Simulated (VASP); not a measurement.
Wanted: the native input for a VASP 6.6.1 run.

| Item | Value |
| --- | --- |
| Task | single point |
| Functional | LDA |
| Potentials or basis | VASP PAW LDA potentials, release 64 (Al) |
| Cutoff | 520 eV |
| k mesh | 14 × 10 × 1 |
| Occupations | fermi-dirac, width 0.08 eV |
| Spin | no spin polarisation |
| Dipole correction | yes |
| Electric field (eV/Å) | 0.2 |
| Further INCAR settings | ALGO = Normal; EDIFF = 1e-06; NBANDS = 10; EFIELD = -0.2 |

The structure of Al lies in POSCAR:

```
Al
1.0
    2.8165331402      0.0000000000      0.0000000000
    0.0000000000      3.9831793658      0.0000000000
    0.0000000000      0.0000000000     17.4083000000
Al
2
Direct
    0.2500000000      0.2500000000      0.4716991044
    0.7500000000      0.7500000000      0.5283008956
```

These files were run (other wordings do the same):

INCAR

```
PREC = Accurate
ENCUT = 520
EDIFF = 1E-6
ISMEAR = -1
SIGMA = 0.08
LREAL = F
LASPH = T
NELM = 80
ALGO = Normal
ISIF = 2
LWAVE = F
LCHARG = T
LDIPOL = T
IDIPOL = 3
DIPOL = 0.5 0.5 0.500
GGA = CA
LELF = T
LVHAR = T
LVACPOTAV = T
NBANDS = 10
EFIELD = -0.2
```

KPOINTS

```
regular mesh
0
Gamma
  14 10 1
```

Potentials or basis: VASP PAW LDA potentials, release 64 (Al).

The run is started by

```console
$ cat potpaw_LDA.64/Al/POTCAR > POTCAR
$ mpirun -np 1 vasp_std > vasp.out
```

It gave:

```
Largest force          : 0.009 eV/Å
Band gap on the k mesh : zero (band 3 reaches -0.90 eV, above the bottom of band 4 at -3.88 eV)
```

Run time: 68 s on 1 thread of AMD EPYC 9R45 96-Core Processor (Zen 5), with other jobs on the host, peak memory 0.23 GiB.
